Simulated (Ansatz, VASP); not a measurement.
Rb: VASP beside Ansatz

The input INCAR:

```
  PREC = Accurate
  ENCUT = 520
  EDIFF = 1E-6
  ISMEAR = -1
  SIGMA = 0.1
  LREAL = False
  LASPH = True
  NELM = 60
  ALGO = Normal
  ISIF = 2
  LWAVE = False
  LCHARG = False
  GGA = CA
  NBANDS = 10
```

The input KPOINTS:

```
regular mesh
0
Gamma
  8 8 8
```

The input POSCAR:

```
Rb
1.0
   -2.6859640533      2.6859640533      2.6859640533
    2.6859640533     -2.6859640533      2.6859640533
    2.6859640533      2.6859640533     -2.6859640533
Rb
1
Direct
    0.0000000000      0.0000000000      0.0000000000
```

Input for Ansatz:

```yaml
crystal:
  lattice:
    - [-2.6859640533, 2.6859640533, 2.6859640533]
    - [2.6859640533, -2.6859640533, 2.6859640533]
    - [2.6859640533, 2.6859640533, -2.6859640533]
  atoms:
    - { symbol: Rb, position: [0.0, 0.0, 0.0] }
hamiltonian:
  xc: lda
  pseudopotentials:
    kind: paw
    azcp:
      Rb: "pseudopotentials/Rb.paw.azcp"
basis:
  ecutwfc: 420
  fft_grid_basis: typed
kpoints:
  mp_grid: { grid: [8, 8, 8], shift: [0, 0, 0] }
magnetization:
  spin_polarized: false
scf:
  occupations: { method: fermi_dirac, width: 0.1 }
  lower_state_search: "off"
output:
  stress: true
```

Alike in both runs: task single point; functional LDA; k mesh 8 × 8 × 8; occupations fermi-dirac, width 0.1 eV; no spin polarisation.

```csv
,VASP,Ansatz
version,VASP 6.6.1,Ansatz 0.2.0
potentials or method,"VASP PAW LDA potentials, release 64 (Rb_sv), cutoff 520 eV","plane waves (420 eV) with PAW, scalar-relativistic"
valence electrons in the cell,9,9
```

```tsv
	VASP	Ansatz	Ansatz less VASP
pressure (GPa)	0.0	0.0	0.00
```

Ansatz warns that its potentials were made for another functional, while VASP's fit it. LDA's correlation is that of Perdew and Zunger in VASP and of Perdew and Wang (1992) in Ansatz.
